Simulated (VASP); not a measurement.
# Ge (Pmmm) in VASP: a series of runs, part 2 of 2

VASP 6.6.1.

### 3 Relaxation of cell and atoms, PBE

INCAR reads:

```
PREC     = Accurate       # precision mode
ENCUT    = 600            # plane-wave cutoff, eV
EDIFF    = 1E-7           # SCF threshold, eV
ISMEAR   = 0              # smearing method
SIGMA    = 0.1            # smearing width, eV
LREAL    = False          # projectors in reciprocal space
LASPH    = True           # aspherical terms in the spheres
NELM     = 80             # most SCF steps
ALGO     = Normal         # electronic algorithm
ISIF     = 3              # what is computed and relaxed
LWAVE    = False          # write WAVECAR
LCHARG   = False          # write CHGCAR
GGA      = PE             # functional
IBRION   = 2              # ionic algorithm
NSW      = 90             # ionic steps
EDIFFG   = -0.04          # ionic threshold
```

KPOINTS reads:

```
regular mesh
0
Gamma
  4 4 4
```

POSCAR reads:

```
Ge
1.0
    3.8218137100      0.0000000000      0.0000000000
    0.0000000000      4.1239306700      0.0000000000
    0.0000000000      0.0000000000      5.2355160200
Ge
4
Direct
    0.5000000000      0.0000000000      0.7539133100
    0.5000000000      0.0000000000      0.2460866900
    0.0000000000      0.5000000000      0.0000000000
    0.0000000000      0.0000000000      0.0000000000
```

Potentials or basis: VASP PAW PBE potentials, release 64 (Ge_d).

Started as:

```bash
$ cat potpaw_PBE.64/Ge_d/POTCAR > POTCAR
$ mpirun -np 1 vasp_std > vasp.out
```

OUTCAR:

```text
PREC = Accurate
   ENCUT = 600
   EDIFF = 1E-7
   ISMEAR = 0
   LREAL = False
   LASPH = True
   NELM = 80
   ISIF = 3
   GGA = PE
   IBRION = 2
   NSW = 90
   EDIFFG = -0.04

 ion  position               nearest neighbor table
   1  0.500  0.000  0.754-   4 2.30   4 2.30   2 2.58   2 2.66
   2  0.500  0.000  0.246-   4 2.30   4 2.30   1 2.58   1 2.66
   3  0.000  0.500  0.000-   4 2.06   4 2.06
   4  0.000  0.000  0.000-   3 2.06   3 2.06   1 2.30   2 2.30   1 2.30   2 2.30

  LATTYP: Found a simple orthorhombic cell.
 ALAT       =     3.8218137100
 B/A-ratio  =     1.0790506767
 C/A-ratio  =     1.3699035111

  Lattice vectors:

 A1 = (   3.8218137100,   0.0000000000,   0.0000000000)
 A2 = (   0.0000000000,   4.1239306700,   0.0000000000)
 A3 = (   0.0000000000,   0.0000000000,   5.2355160200)

Analysis of symmetry for initial positions (statically):
[... 1160 lines left out ...]
  free  energy   TOTEN  =       -15.1611965792 eV

  energy  without entropy=      -15.1462278094  energy(sigma->0) =      -15.15371219

[... ionic steps 4 to 14 ...]

--------------------------------------- Ionic step       15  -------------------------------------------

 number of electron      55.9999983 magnetization

------------------------ aborting loop because EDIFF is reached ----------------------------------------
[... 71 lines left out ...]
--------------------------------------- Ionic step       17  -------------------------------------------

 number of electron      55.9999978 magnetization

 Free energy of the ion-electron system (eV)
  ---------------------------------------------------
  ext. energy  EPLUGINS =         0.00000000
  ---------------------------------------------------
  free energy    TOTEN  =       -15.22994757 eV

  energy without entropy =      -15.22015625  energy(sigma->0) =      -15.22505191

 E-fermi :   2.9104     XC(G=0):  -8.7361

 val. band max:        2.9102303068   @ k =   0.0000   0.5000   0.2500
 cond. band min:       2.9741720810   @ k =   0.5000   0.0000   0.5000
 fundamental gap:      0.0639417742
 Fermi energy:         2.9103980041

 k-point     1 :       0.0000    0.0000    0.0000
  band No.  band energies     occupation
      1     -22.1649      2.00000
      2     -22.1086      2.00000
      3     -22.1056      2.00000
      4     -22.0790      2.00000
      5     -22.0390      2.00000
      6     -22.0317      2.00000
[... 886 lines left out ...]
  FREE ENERGIE OF THE ION-ELECTRON SYSTEM (eV)
  ---------------------------------------------------
  free  energy   TOTEN  =       -15.2299475709 eV

  energy  without entropy=      -15.2201562482  energy(sigma->0) =      -15.22505191

 reached required accuracy - stopping structural energy minimisation
```

OSZICAR:

```text
N       E                     dE             d eps       ncg     rms          rms(c)
DAV:   1     0.529328987352E+03    0.52933E+03   -0.31113E+04  1976   0.528E+03
DAV:   2     0.804557858801E+02   -0.44887E+03   -0.44306E+03  1782   0.901E+02
[... 200 lines left out ...]
DAV:   4    -0.152299542787E+02   -0.15368E-04   -0.57959E-04  1880   0.481E-01    0.178E-02
DAV:   5    -0.152299472252E+02    0.70535E-05   -0.11110E-04  2085   0.197E-01    0.905E-03
DAV:   6    -0.152299471293E+02    0.95904E-07   -0.18975E-05  1900   0.121E-01    0.317E-03
DAV:   7    -0.152299476374E+02   -0.50815E-06   -0.57983E-06  2614   0.488E-02    0.184E-03
DAV:   8    -0.152299476256E+02    0.11843E-07   -0.10036E-06  1901   0.147E-02    0.494E-04
DAV:   9    -0.152299475709E+02    0.54690E-07   -0.14993E-07   987   0.797E-03
  17 F= -.15229948E+02 E0= -.15225052E+02  d E =-.635666E-03
```

Run time: 17 min. Hardware: 1 thread of Intel Xeon Platinum 8259CL at 2.50GHz (Skylake/Cascade Lake), shared host; peak memory 0.25 GiB.

Results:

* Free energy: -15.2299 eV
* Relaxed volume: 29.23 Å³/atom
* Relaxed cell: a = 4.148 Å, b = 5.166 Å, c = 5.458 Å, α = 90.00°, β = 90.00°, γ = 90.00°
* Space group after relaxing (to 0.1 Å): Pmmm (No. 47)
* Energy gained by relaxing: 1050.2 meV/atom
* Ionic steps: 17
* Pressure after relaxing: 0.0 GPa
* Largest force after relaxing: 0.018 eV/Å
* Band gap on the k mesh: zero (bands 28 and 29 overlap by 0.87 eV)

Forces in eV/Å, atoms in the order of the input:
```
Ge   0.000  0.000  0.018
Ge   0.000  0.000 -0.018
Ge   0.000  0.000  0.000
Ge   0.000  0.000  0.000
```

The path:
```
step  energy change (eV)  largest force (eV/Å)  pressure (GPa)  volume (Å³)
   1              0.0000                4.0836           37.89        82.52
   2             -3.2953                0.7252           -5.50       154.02
   3             -4.1320                0.1705           -0.33       120.04
   4             -4.1314                0.2394           -0.93       121.87
   5             -4.1327                0.2064           -0.68       120.99
   6             -4.1939                0.0031           -0.16       119.28
   7             -4.1955                0.0551           -0.13       118.98
   8             -4.1955                0.0671           -0.11       118.91
   9             -4.1965                0.0585           -0.12       118.57
  10             -4.1992                0.0128           -0.08       117.52
  11             -4.1925                0.2529            0.50       115.44
  12             -4.1997                0.0096           -0.04       117.20
  13             -4.1998                0.0422            0.00       116.88
  14             -4.2001                0.0610            0.10       116.61
  15             -4.2001                0.0571            0.09       116.64
  16             -4.2004                0.0414            0.05       116.76
  17             -4.2007                0.0185            0.04       116.93
```

Final structure:
```
Ge
1.0
     4.14755    0.00000    0.00000
     0.00000    5.16562    0.00000
     0.00000    0.00000    5.45763
Ge
4
Direct
  0.50000 0.00000 0.72892
  0.50000 0.00000 0.27108
  0.00000 0.50000 0.00000
  0.00000 0.00000 0.00000
```

Caveat: the k points lie up to 0.38 Å⁻¹ apart in the final cell, too coarse for converged energies and pressures of a metal; the volume moved by over 15 % at a fixed basis, so the end points are rough.

The gap in the log of VASP goes by the Fermi energy; the results here count the filled bands.